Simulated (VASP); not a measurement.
TiGe4Mo: single point with PBE

The system is TiGe4Mo.

```xyz
6
Lattice="0.0000 4.4914 4.6325 2.6288 0.0000 4.6325 2.6288 4.4914 0.0000" Properties=species:S:1:pos:R:3 pbc="T T T"
Ti    0.0000    0.0000    0.0000
Ge    2.6288    4.4914    6.1798
Ge    2.6288    4.4914    3.0853
Ge    3.9432    6.7371    5.4015
Ge    3.9432    6.7371    8.4961
Mo    1.3144    2.2457    2.3163
```

```
Program                : VASP 6.6.1
Task                   : single point
Functional             : PBE
Potentials or basis    : VASP PAW PBE potentials, release 64 (Ti_sv, Ge_d, Mo_sv)
Cutoff                 : 520 eV
k mesh                 : 4 × 4 × 4
Occupations            : gaussian, width 0.1 eV
Spin                   : no spin polarisation
Dipole correction      : no
Further INCAR settings : ALGO = Normal; EDIFF = 1e-06; NBANDS = 50
```

```json
{
 "Pressure": "-12.4 GPa",
 "Largest force": "0.134 eV/Å",
 "Band gap on the k mesh": "zero (band 41 reaches 7.91 eV, above the bottom of band 42 at 7.76 eV)"
}
```

Forces in eV/Å, atoms in the order of the input:
```
Ti   0.000  0.000  0.000
Ge   0.000  0.000 -0.134
Ge   0.000  0.000  0.134
Ge   0.000  0.000 -0.079
Ge   0.000  0.000  0.079
Mo   0.000  0.000  0.000
```

Stress tensor (GPa, compression positive):
```
-12.59   0.00   0.00
  0.00 -13.31   0.00
  0.00   0.00 -11.43
```

Levels at points of the mesh, in eV from the Fermi level:
```
           k point  band 37  band 38  band 39  band 40  band 41  band 42  band 43  band 44  band 45  band 46
(0.00, 0.00, 0.00)    -2.28    -2.17    -2.16    -1.86    -1.43     0.61     1.19     1.43     1.80     2.21
(0.50, 0.00, 0.00)    -2.35    -1.82    -0.88    -0.40    -0.05     0.29     0.78     1.04     1.26     1.34
(0.50, 0.50, 0.00)    -2.50    -2.40    -1.65    -1.50    -0.22     0.38     1.06     1.50     1.81     1.90
(0.50, 0.00, 0.50)    -2.44    -1.93    -1.42    -1.24     0.10     0.31     1.64     1.86     1.87     1.97
(0.00, 0.50, 0.50)    -1.80    -1.65    -1.17    -0.90    -0.15    -0.05     1.00     1.25     1.28     1.39
```

Run time: 110 s on 1 thread of Intel Xeon 6975P-C, with other jobs on the host, peak memory 0.31 GiB.

Caveat: the k points lie up to 0.39 Å⁻¹ apart.
